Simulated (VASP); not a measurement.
Set up this calculation in VASP 6.6.1, as the native input.

* Task: single point
* Functional: PBE
* Potentials or basis: VASP PAW PBE potentials, release 64 (Al, N)
* Cutoff: 520 eV
* k mesh: 10 × 10 × 10
* Occupations: gaussian, width 0.02 eV
* Spin: no spin polarisation
* Dipole correction: no
* Further INCAR settings: ALGO = Normal; EDIFF = 1e-06; NBANDS = 11

The structure of AlN lies in POSCAR:

```
AlN
1.0
    0.0000000000      1.9978559856      1.9978559856
    1.9978559856      0.0000000000      1.9978559856
    1.9978559856      1.9978559856      0.0000000000
Al N
1 1
Direct
    0.5000000000      0.5000000000      0.5000000000
    0.0000000000      0.0000000000      0.0000000000
```

This cell differs from its parent crystal: strained.

The input as run:

INCAR

```
SYSTEM = AlN
PREC = Accurate ; ENCUT = 520
EDIFF = 1E-6 ; ISMEAR = 0
SIGMA = 0.02 ; LREAL = .False.
LASPH = .True. ; NELM = 100
ALGO = Normal ; ISIF = 2
LWAVE = .False. ; LCHARG = .False.
GGA = PE ; NBANDS = 11
```

KPOINTS

```
regular mesh
0
Gamma
  10 10 10
  0 0 0
```

Potentials or basis: VASP PAW PBE potentials, release 64 (Al, N).

Launch:

```console
$ cat potpaw_PBE.64/Al/POTCAR potpaw_PBE.64/N/POTCAR > POTCAR
$ mpirun -np 1 vasp_std > vasp.out
```

It gave:

```
Pressure               : 15.3 GPa
Band gap on the k mesh : 4.95 eV, indirect (least direct gap 6.20 eV)
```

Caveat: the cell differs from its parent crystal (strained).

Run time: 16 s on 1 thread of AMD EPYC 7R13, on a shared host, peak memory 0.11 GiB.
